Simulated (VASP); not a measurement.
# PbF2 (Fm-3m) in VASP: a series of runs, part 2 of 2

VASP 6.6.1.

## (6) Single point, PBEsol

This run uses another cell than the first one, of 16.89 Å³/atom.

INCAR

```
  PREC = Accurate
  ENCUT = 520
  EDIFF = 1E-7
  ISMEAR = 0
  SIGMA = 0.01
  LREAL = F
  LASPH = T
  NELM = 80
  ALGO = Normal
  ISIF = 2
  LWAVE = F
  LCHARG = T
  GGA = PS
  LELF = T
  LVHAR = T
  NBANDS = 21
```

KPOINTS

```
Automatic mesh
0
Gamma
  6 6 6
```

POSCAR

```
PbF2
1.0
    0.0000000000      2.9368571334      2.9368571334
    2.9368571334      0.0000000000      2.9368571334
    2.9368571334      2.9368571334      0.0000000000
Pb F
1 2
Direct
    0.0000000000      0.0000000000      0.0000000000
    0.2500000000      0.2500000000      0.2500000000
    0.7500000000      0.7500000000      0.7500000000
```

Potentials or basis: VASP PAW PBE potentials, release 64 (Pb_d, F).

The run is started by

```
$ cat potpaw_PBE.64/Pb_d/POTCAR potpaw_PBE.64/F/POTCAR > POTCAR
$ mpirun -np 1 vasp_std > vasp.out
```

OUTCAR:

```text
PREC = Accurate
   ENCUT = 520
   EDIFF = 1E-7
   ISMEAR = 0
   LREAL = F
   LASPH = T
   NELM = 80
   ISIF = 2
   GGA = PS

 ion  position               nearest neighbor table
   1  0.000  0.000  0.000-   3 2.54   3 2.54   3 2.54   2 2.54   3 2.54   2 2.54   2 2.54   2 2.54

   2  0.250  0.250  0.250-   1 2.54   1 2.54   1 2.54   1 2.54
   3  0.750  0.750  0.750-   1 2.54   1 2.54   1 2.54   1 2.54

  LATTYP: Found a face centered cubic cell.
 ALAT       =     5.8737142668
[... 566 lines left out ...]

  FORCE on cell =-STRESS in cart. coord.  units (eV):
  Direction    XX          YY          ZZ          XY          YZ          ZX
  --------------------------------------------------------------------------------------
  -------------------------------------------------------------------------------------
  Total        0.2465534      0.2465534      0.2465534      0.0000000     -0.0000000      0.0000000
  in kB        7.7972799      7.7972799      7.7972799      0.0000000     -0.0000000      0.0000000
  external PRESSURE =       7.7972799 kB  Pullay stress =       0.0000000 kB

 VOLUME and BASIS-vectors are now :
 -----------------------------------------------------------------------------
  energy-cutoff  :      520.00
  volume of cell :       50.66
      direct lattice vectors                 reciprocal lattice vectors
     0.000000000  2.936857133  2.936857133    -0.170250025  0.170250025  0.170250025
     2.936857133  0.000000000  2.936857133     0.170250025 -0.170250025  0.170250025
     2.936857133  2.936857133  0.000000000     0.170250025  0.170250025 -0.170250025

 POSITION                                       TOTAL-FORCE (eV/Angst)
 -----------------------------------------------------------------------------------
      0.00000      0.00000      0.00000        -0.000000     -0.000000     -0.000000
      1.46843      1.46843      1.46843         0.000000     -0.000000      0.000000
      4.40529      4.40529      4.40529        -0.000000      0.000000     -0.000000
 -----------------------------------------------------------------------------------
    total drift:                                0.000000     -0.000000      0.000000

  FREE ENERGIE OF THE ION-ELECTRON SYSTEM (eV)
  ---------------------------------------------------
  free  energy   TOTEN  =       -14.9340745188 eV

  energy  without entropy=      -14.9340745188  energy(sigma->0) =      -14.93407452
```

OSZICAR:

```text
N       E                     dE             d eps       ncg     rms          rms(c)
DAV:   1     0.311936071676E+03    0.31194E+03   -0.14734E+04   672   0.155E+03
DAV:   2     0.127468602951E+02   -0.29919E+03   -0.28154E+03   697   0.431E+02
DAV:   3    -0.156518741183E+02   -0.28399E+02   -0.27997E+02   777   0.143E+02
DAV:   4    -0.164926933816E+02   -0.84082E+00   -0.84018E+00   793   0.254E+01
DAV:   5    -0.165194844942E+02   -0.26791E-01   -0.26789E-01   848   0.475E+00    0.711E+00
DAV:   6    -0.149566503974E+02    0.15628E+01   -0.70729E+00   909   0.215E+01    0.256E+00
DAV:   7    -0.149431452105E+02    0.13505E-01   -0.36397E-01   712   0.376E+00    0.148E+00
DAV:   8    -0.149355966620E+02    0.75485E-02   -0.89413E-02   722   0.326E+00    0.505E-01
DAV:   9    -0.149327951776E+02    0.28015E-02   -0.16780E-02   865   0.972E-01    0.961E-02
DAV:  10    -0.149340545953E+02   -0.12594E-02   -0.17062E-03   682   0.353E-01    0.302E-02
DAV:  11    -0.149340572444E+02   -0.26491E-05   -0.10277E-04   775   0.972E-02    0.114E-02
DAV:  12    -0.149340763660E+02   -0.19122E-04   -0.48473E-05   700   0.609E-02    0.106E-02
DAV:  13    -0.149340744216E+02    0.19444E-05   -0.14369E-05   919   0.379E-02    0.152E-03
DAV:  14    -0.149340745188E+02   -0.97177E-07   -0.74091E-07   727   0.611E-03
   1 F= -.14934075E+02 E0= -.14934075E+02  d E =-.860155E-25
```

stdout:

```text
POSCAR found type information on POSCAR PbF
 POSCAR found :  2 types and       3 ions
 scaLAPACK will be used
 -----------------------------------------------------------------------------
|                                                                             |
|                                                                             |
|     You enforced a specific xc type in the INCAR file but a different       |
|     I HOPE YOU KNOW WHAT YOU ARE DOING!                                     |
|                                                                             |
 -----------------------------------------------------------------------------

 LDA part: xc-table for (Slater+PW92), standard interpolation
 POSCAR, INCAR and KPOINTS ok, starting setup
 FFT: planning ... GRIDC
 FFT: planning ... GRID_SOFT
 FFT: planning ... GRID
 WAVECAR not read
 entering main loop
```

It took 22 s on 1 thread of Intel Xeon 8259CL, shared host; peak memory 0.18 GiB.

What came out:

```
Free energy            : -14.9341 eV
Pressure               : 0.8 GPa
Band gap on the k mesh : 4.32 eV (least direct gap 4.45 eV)
```

Levels at points of the mesh, in eV from the valence-band top:
```
           k point  band 11  band 12  band 13  band 14  band 15  band 16  band 17  band 18
(0.00, 0.00, 0.00)    -2.63    -2.13    -2.13    -2.13     6.72     6.72     6.72    10.60
(0.50, 0.00, 0.00)    -2.87    -2.29    -2.29    -0.02     4.95     7.69     7.69    13.14
(0.50, 0.50, 0.00)    -1.68    -1.67    -1.67    -0.13     4.32     7.95     7.95     8.78
```

Caveat: the PAW data sets were made with another functional, which shifts forces and pressure a little; spin-orbit coupling is left out, which moves the levels of the heavy elements. A k mesh can miss the band edges.

## (7) The runs side by side

| cell | gap on the mesh (eV) | pressure (GPa) |
| --- | --- | --- |
| a = 3.980 Å, angles 60.0°, 3 atoms | 4.25 | 14.8 |
| a = 4.031 Å, angles 60.0°, 3 atoms | 4.28 | 9.8 |
| a = 4.107 Å, angles 60.0°, 3 atoms | 4.31 | 3.8 |
| a = 4.066 Å, angles 60.0°, 3 atoms | 4.30 | 6.8 |
| a = 4.153 Å, angles 60.0°, 3 atoms | 4.32 | 0.8 |

Alike in all rows: task single point; level PBEsol; potentials or basis VASP PAW PBE potentials, release 64 (Pb_d, F); no spin polarisation; k mesh 6 × 6 × 6; cutoff (eV) 520; smearing gaussian 0.01 eV.

Caveats: the PAW data sets were made with another functional, which shifts forces and pressure a little; spin-orbit coupling is left out, which moves the levels of the heavy elements; the cell stands under pressure (at least some runs).

Absolute energies hang on the potentials; compare differences alone.
